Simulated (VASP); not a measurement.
Runs of VASP 6.6.1 on BeS. The structure is that of space group F-43m (No. 216), or close to it. The cells are those of the table. 

```tsv
level	cell	gap on the mesh (eV)	pressure (GPa)
PBE+D3(BJ)	a = 3.365 Å, angles 60.0°, 2 atoms	2.97	3.9
BLYP+D3(BJ)	a = 3.347 Å, angles 60.0°, 2 atoms	3.25	4.2
PBE+D4	a = 3.368 Å, angles 60.0°, 2 atoms	2.98	(a)
PBE+D3(BJ)	a = 3.411 Å, angles 60.0°, 2 atoms	3.07	-0.4
PBE+D3(BJ)	a = 3.429 Å, angles 60.0°, 2 atoms	3.11	(c)
PBE	a = 3.429 Å, angles 60.0°, 2 atoms	3.11	1.6
BLYP+D3(BJ)	a = 3.371 Å, angles 60.0°, 2 atoms	(b)	1.9
PBEsol	a = 3.375 Å, angles 60.0°, 2 atoms	2.81	4.5
```

Alike in all rows: task single point; potentials or basis VASP PAW PBE potentials, release 64 (Be, S); no spin polarisation; k mesh 8 × 8 × 8; cutoff (eV) 600; smearing gaussian 0.05 eV.

Fill in the values left out.

(a) 4.4; (b) 3.30; (c) -2.0.

Caveats: the cell stands under pressure (at least some runs); three body term missing (at least some runs); the PAW data sets were made with another functional, which shifts forces and pressure a little (at least some runs).

A k mesh can miss the band edges.
